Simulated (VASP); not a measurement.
Wanted: the native input for a VASP 6.6.1 run.

```yaml
Task: relaxation of cell and atoms
Functional: PBE
Potentials_or_basis: VASP PAW PBE potentials, release 64 (Ta_pv)
Cutoff: 600 eV
k_mesh: 24 × 24 × 24
Occupations: gaussian, width 0.1 eV
Spin: no spin polarisation
Dipole_correction: no
Further_INCAR_settings: ALGO = Normal; EDIFF = 1e-06; IBRION = 2; EDIFFG = -0.005; NSW = 80; ISIF = 3
```

The structure of Ta lies in POSCAR:

```
Ta
1.0
   -1.6550000000      1.6550000000      1.6550000000
    1.6550000000     -1.6550000000      1.6550000000
    1.6550000000      1.6550000000     -1.6550000000
Ta
1
Direct
    0.0000000000      0.0000000000      0.0000000000
```

One way to write it, as run:

INCAR

```
SYSTEM = Ta
  PREC = Accurate
  ENCUT = 600
  EDIFF = 1E-6
  ISMEAR = 0
  SIGMA = 0.1
  LREAL = .False.
  LASPH = .True.
  NELM = 60
  ALGO = Normal
  ISIF = 3
  LWAVE = .False.
  LCHARG = .False.
  GGA = PE
  IBRION = 2
  NSW = 80
  EDIFFG = -0.005
```

KPOINTS

```
regular mesh
0
Gamma
  24 24 24
  0 0 0
```

Potentials or basis: VASP PAW PBE potentials, release 64 (Ta_pv).

Launch:

```console
$ cat potpaw_PBE.64/Ta_pv/POTCAR > POTCAR
$ mpirun -np 1 vasp_std > vasp.out
```

Results of the run:

```yaml
Relaxed_volume: 18.29 Å³/atom
Relaxed_cell: a = 2.875 Å, b = 2.875 Å, c = 2.875 Å, α = 109.47°, β = 109.47°, γ = 109.47°
Space_group_after_relaxing_to_0.1_Å: Im-3m (No. 229)
Energy_gained_by_relaxing: 0.8 meV/atom
Ionic_steps: 3
Pressure_after_relaxing: 0.0 GPa
Band_gap_on_the_k_mesh: zero (an odd number of electrons rules out a gap without spin polarisation)
```

Caveat: spin-orbit coupling is left out, which moves the levels of the heavy elements.

Run time: 2.3 min on 1 thread of Intel Xeon 8259CL, on a shared host, peak memory 0.23 GiB.
